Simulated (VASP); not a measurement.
# Sb in VASP: single point with PBE+D3(BJ)

Aim: the single point of Sb with PBE+D3(BJ).

Everything below comes from runs of VASP 6.6.1. Logs are shortened: lines on timing, memory, paths and dates and some standing lists are left out, and cuts for length are marked.

## Step 1: The cell of the first run

The cell holds a sheet with vacuum, 2 atoms: a = 4.069 Å, b = 4.069 Å, c = 27.100 Å, α = 90.00°, β = 90.00°, γ = 120.00°.

## Step 2: Single point, PBE+D3(BJ)

Contents of INCAR:

```
ALGO = Normal
DIPOL = 0.5 0.5 0.289
EDIFF = 1E-6
ENCUT = 400
GGA = PE
GGA_COMPAT = F
IDIPOL = 3
ISIF = 2
ISMEAR = 0
IVDW = 12
LASPH = T
LCHARG = F
LDIPOL = T
LREAL = F
LWAVE = F
NBANDS = 22
NELM = 120
NELMDL = -8
PREC = Accurate
SIGMA = 0.03
```

Contents of KPOINTS:

```
k-points
0
Gamma
  12 12 1
```

Contents of POSCAR:

```
Sb
1.0
    4.0685005365      0.0000000000      0.0000000000
   -2.0342502682      3.5234248199      0.0000000000
    0.0000000000      0.0000000000     27.1000000030
Sb
2
Direct
    0.3333333333      0.6666666667      0.2583030261
    0.6666666667      0.3333333333      0.3191877488
```

Potentials or basis: VASP PAW PBE potentials, release 64 (Sb_d_GW).

Run with:

```console
$ cat potpaw_PBE.64/Sb_d_GW/POTCAR > POTCAR
$ mpirun -np 1 vasp_std > vasp.out
```

OUTCAR:

```text
EDIFF = 1E-6
   ENCUT = 400
   GGA = PE
   ISIF = 2
   ISMEAR = 0
   IVDW = 12
   LASPH = T
   LREAL = F
   NELM = 120
   NELMDL = -8
   PREC = Accurate
 IVDW          = 12

 ion  position               nearest neighbor table
   1  0.333  0.667  0.258-   2 2.87   2 2.87   2 2.87
   2  0.667  0.333  0.319-   1 2.87   1 2.87   1 2.87

  LATTYP: Found a hexagonal cell.
 ALAT       =     4.0685005365
 C/A-ratio  =     6.6609306696

  Lattice vectors:

 A1 = (   4.0685005365,   0.0000000000,   0.0000000000)
 A2 = (  -2.0342502682,   3.5234248199,   0.0000000000)
 A3 = (   0.0000000000,   0.0000000000,  27.1000000030)

Analysis of symmetry for initial positions (statically):
=====================================================================
 Subroutine PRICEL returns:
 Original cell was already a primitive cell.

 Routine SETGRP: Setting up the symmetry group for a
 hexagonal supercell.

 Subroutine GETGRP returns: Found 12 space group operations
 (whereof  6 operations were pure point group operations)
 out of a pool of 24 trial point group operations.

The static configuration has the point symmetry C_3v.
 The point group associated with its full space group is D_3d.

Analysis of symmetry for dynamics (positions and initial velocities):
=====================================================================
 Subroutine PRICEL returns:
 Original cell was already a primitive cell.

 Routine SETGRP: Setting up the symmetry group for a
 hexagonal supercell.

 Subroutine GETGRP returns: Found 12 space group operations
 (whereof  6 operations were pure point group operations)
 out of a pool of 24 trial point group operations.

The dynamic configuration has the point symmetry C_3v.
 The point group associated with its full space group is D_3d.

 Subroutine INISYM returns: Found 12 space group operations
 (whereof  6 operations are pure point group operations),
 and found     1 'primitive' translations

----------------------------------------------------------------------------------------

                                     Primitive cell

  volume of cell :     388.4800

  direct lattice vectors                    reciprocal lattice vectors
     4.068500537  0.000000000  0.000000000     0.245790800  0.141907384  0.000000000
    -2.034250268  3.523424820  0.000000000     0.000000000  0.283814769  0.000000000
     0.000000000  0.000000000 27.100000003     0.000000000  0.000000000  0.036900369

  length of vectors
     4.068500537  4.068500536 27.100000003     0.283814769  0.283814769  0.036900369

  position of ions in fractional coordinates (direct lattice)
     0.333333333  0.666666667  0.258303026
     0.666666667  0.333333333  0.319187749

  ion indices of the primitive-cell ions
   primitive index   ion index
                 1           1
                 2           2

----------------------------------------------------------------------------------------

 KPOINTS: k-points

Automatic generation of k-mesh.
 Grid dimensions read from file:
 generate k-points for:   12   12    1

 Generating k-lattice:

  Cartesian coordinates                     Fractional coordinates (reciprocal lattice)
     0.020482567  0.011825615  0.000000000     0.083333333  0.000000000  0.000000000
     0.000000000  0.023651231  0.000000000     0.000000000  0.083333333  0.000000000
     0.000000000  0.000000000  0.036900369     0.000000000  0.000000000  1.000000000

  Length of vectors
     0.023651231  0.023651231  0.036900369

  Shift w.r.t. Gamma in fractional coordinates (k-lattice)
     0.000000000  0.000000000  0.000000000

 Subroutine IBZKPT returns following result:
 ===========================================

 Found     19 irreducible k-points:

 Following reciprocal coordinates:
            Coordinates               Weight
  0.000000  0.000000  0.000000      1.000000
  0.083333  0.000000  0.000000      6.000000
  0.166667  0.000000  0.000000      6.000000
  0.250000  0.000000  0.000000      6.000000
  0.333333  0.000000  0.000000      6.000000
  0.416667  0.000000  0.000000      6.000000
[... 11 lines left out ...]
  0.333333  0.250000  0.000000     12.000000
  0.333333  0.333333  0.000000      2.000000
   k-points           NKPTS =     19   k-points in BZ     NKDIM =     19   number of bands    NBANDS=     22
   number of dos      NEDOS =    301   number of ions     NIONS =      2
   total plane-waves  NPLWV = 141120
   dimension x,y,z NGX =    28 NGY =   28 NGZ =  180
   dimension x,y,z NGXF=    56 NGYF=   56 NGZF=  360
   ions per type =               2
   NGX,Y,Z   is equivalent  to a cutoff of  11.44, 11.44, 11.04 a.u.
   NGXF,Y,Z  is equivalent  to a cutoff of  22.88, 22.88, 22.08 a.u.
 SYSTEM =  unknown system
   PREC   = accura    normal or accurate (medium, high low for compatibility)
   ISTART =      0    job   : 0-new  1-cont  2-samecut
   ICHARG =      2    charge: 1-file 2-atom 10-const
   ISPIN  =      1    spin polarized calculation?
   LNONCOLLINEAR =      F non collinear calculations
   LSORBIT =      F    spin-orbit coupling
   LASPH  =      T    aspherical Exc in radial PAW
   ENCUT  =  400.0 eV  29.40 Ry    5.42 a.u.   6.63  6.63 44.19*2*pi/ulx,y,z
   NELM   =    120;   NELMIN=  2; NELMDL= -8     # of ELM steps
   EDIFF  = 0.1E-05   stopping-criterion for ELM
   LREAL  =      F    real-space projection
   EDIFFG = 0.1E-04   stopping-criterion for IOM
   NSW    =      0    number of steps for IOM
   IBRION =     -1    ionic relax: 0-MD 1-quasi-New 2-CG
   NFREE  =      0    steps in history (QN), initial steepest desc. (CG)
   ISIF   =      2    stress and relaxation
   ISYM   =      2    0-nonsym 1-usesym 2-fastsym
   POTIM  = 0.5000    time-step for ionic-motion
   TEBEG  =    0.0;   TEEND  =   0.0 temperature during run
   PSTRESS=    0.0 pullay stress
   NELECT =      30.0000    total number of electrons
   NUPDOWN=      -1.0000    fix difference up-down
   EMIN   =  10.00;   EMAX   =-10.00  energy-range for DOS
   EFERMI =   0.00;   METHOD = LEGACY
   ISMEAR =     0;   SIGMA  =   0.03  broadening in eV -4-tet -1-fermi 0-gaus
   EFERMI_NEDOS =   21; number of points for ismear=-14 and -15
   IALGO  =     38    algorithm
   IMIX   =      4    mixing-type and parameters
     AMIX     =   0.40;   BMIX     =  1.00
     AMIX_MAG =   1.60;   BMIX_MAG =  1.00
  volume/ion in A,a.u.               =     194.24      1310.80
  Fermi-wavevector in a.u.,A,eV,Ry     =   0.697149  1.317421  6.612662  0.486017
  Thomas-Fermi vector in A             =   1.780397
   LORBIT       =      0    0 simple, 1 ext, 2 COOP (PROOUT), +10 PAW based schemes
   GGA     = PE    functional components
   LHFCALC =     F    Hartree Fock is set to
   AEXX    =    0.0000 exact exchange contribution
   IVDW    =    12    specifies the selected vdW correction
   LEPSILON=     F    determine dielectric tensor
   LRPA    =     F    only Hartree local field effects (RPA)
 non-spin polarized calculation
 Gauss-broadening in eV      SIGMA  =   0.03
  energy-cutoff  :      400.00
  volume of cell :      388.48
 maximum number of plane-waves:      7125
 NGX is ok and might be reduce to    28
   NGX = 13   NGY = 13   NGZ = 89

 dipolmoment           0.000000      0.000000     -0.000001 electrons x Angstroem

 number of electron      29.9999964 magnetization

 dipolmoment           0.000000      0.000000      0.000000 electrons x Angstroem

 Free energy of the ion-electron system (eV)
  ---------------------------------------------------
  ext. energy  EPLUGINS =         0.00000000
  ---------------------------------------------------
  free energy    TOTEN  =        -8.14666265 eV

  energy without entropy =       -8.14666265  energy(sigma->0) =       -8.14666265

 E-fermi :  -3.0088     XC(G=0):  -2.0738

 val. band max:       -3.2294552758   @ k =   0.0000   0.0000   0.0000
 cond. band min:      -2.0469579341   @ k =   0.3333   0.0000   0.0000
 fundamental gap:      1.1824973417
 Fermi energy:        -3.0088177735

 k-point     1 :       0.0000    0.0000    0.0000
  band No.  band energies     occupation
      1     -31.8990      2.00000
      2     -31.8990      2.00000
      3     -31.8231      2.00000
      4     -31.8231      2.00000
      5     -31.7787      2.00000
      6     -31.7113      2.00000
[... 14 lines left out ...]
     21       1.6270      0.00000
     22       1.9146      0.00000

 k-point     2 :       0.0833    0.0000    0.0000
  band No.  band energies     occupation
      1     -31.8984      2.00000
      2     -31.8953      2.00000
      3     -31.8226      2.00000
      4     -31.8207      2.00000
      5     -31.7776      2.00000
      6     -31.7129      2.00000
[... 14 lines left out ...]
     21       1.7109      0.00000
     22       2.0015      0.00000

 k-point     3 :       0.1667    0.0000    0.0000
  band No.  band energies     occupation
      1     -31.8970      2.00000
      2     -31.8845      2.00000
      3     -31.8214      2.00000
      4     -31.8140      2.00000
      5     -31.7741      2.00000
      6     -31.7176      2.00000
[... 14 lines left out ...]
     21       1.9546      0.00000
     22       2.2485      0.00000
[... 351 lines left out ...]
 k-point    18 :       0.3333    0.2500    0.0000
  band No.  band energies     occupation
      1     -31.8906      2.00000
      2     -31.8093      2.00000
      3     -31.7940      2.00000
      4     -31.7759      2.00000
      5     -31.7703      2.00000
      6     -31.7421      2.00000
[... 14 lines left out ...]
     21       3.7876      0.00000
     22       4.2792      0.00000

 k-point    19 :       0.3333    0.3333    0.0000
  band No.  band energies     occupation
      1     -31.8904      2.00000
      2     -31.7924      2.00000
      3     -31.7924      2.00000
      4     -31.7922      2.00000
      5     -31.7561      2.00000
      6     -31.7561      2.00000
[... 14 lines left out ...]
     21       4.1223      0.00000
     22       4.6651      0.00000

------------------------ aborting loop because EDIFF is reached ----------------------------------------

 vacuum level on the upper side and lower side of the slab       (xc-potential included)        -0.009        -0.009

 Edisp (eV)   -0.47323

 E8    (eV) :    -0.2355

  FORCE on cell =-STRESS in cart. coord.  units (eV):
  Direction    XX          YY          ZZ          XY          YZ          ZX
  --------------------------------------------------------------------------------------
  -------------------------------------------------------------------------------------
  Total      -0.12778    -0.12778    -0.11353    -0.00000    -0.00000     0.00000
  in kB      -0.52700    -0.52700    -0.46822    -0.00000    -0.00000     0.00000
  external pressure =       -0.51 kB  Pullay stress =        0.00 kB

 VOLUME and BASIS-vectors are now :
 -----------------------------------------------------------------------------
  energy-cutoff  :      400.00
  volume of cell :      388.48
      direct lattice vectors                 reciprocal lattice vectors
     4.068500537  0.000000000  0.000000000     0.245790800  0.141907384  0.000000000
    -2.034250268  3.523424820  0.000000000     0.000000000  0.283814769  0.000000000
     0.000000000  0.000000000 27.100000003     0.000000000  0.000000000  0.036900369

 POSITION                                       TOTAL-FORCE (eV/Angst)
 -----------------------------------------------------------------------------------
     -0.00000      2.34895      7.00001        -0.000000      0.000000     -0.003205
      2.03425      1.17447      8.64999         0.000000     -0.000000      0.003205
 -----------------------------------------------------------------------------------
    total drift:                               -0.000000     -0.000000      0.000146

  FREE ENERGIE OF THE ION-ELECTRON SYSTEM (eV)
  ---------------------------------------------------
  free  energy   TOTEN  =        -8.6198945940 eV

  energy  without entropy=       -8.6198945940  energy(sigma->0) =       -8.61989459

 vacuum level on the upper side and lower side of the slab         1.462         1.462
```

Wall time 4.3 min (1 thread of AMD EPYC 7R43 (Zen 3), shared host); peak memory 0.37 GiB.

What came out:

| Quantity | Value |
| --- | --- |
| Free energy | -8.6199 eV |
| Largest force | 0.003 eV/Å |
| Band gap on the k mesh | 1.18 eV (least direct gap 1.66 eV) |
| Dispersion energy per atom | -0.237 eV |

Forces on the atoms (eV/Å):
```
Sb   0.000  0.000 -0.003
Sb   0.000  0.000  0.003
```

Caveat: spin-orbit coupling is left out, which moves the levels of the heavy elements.
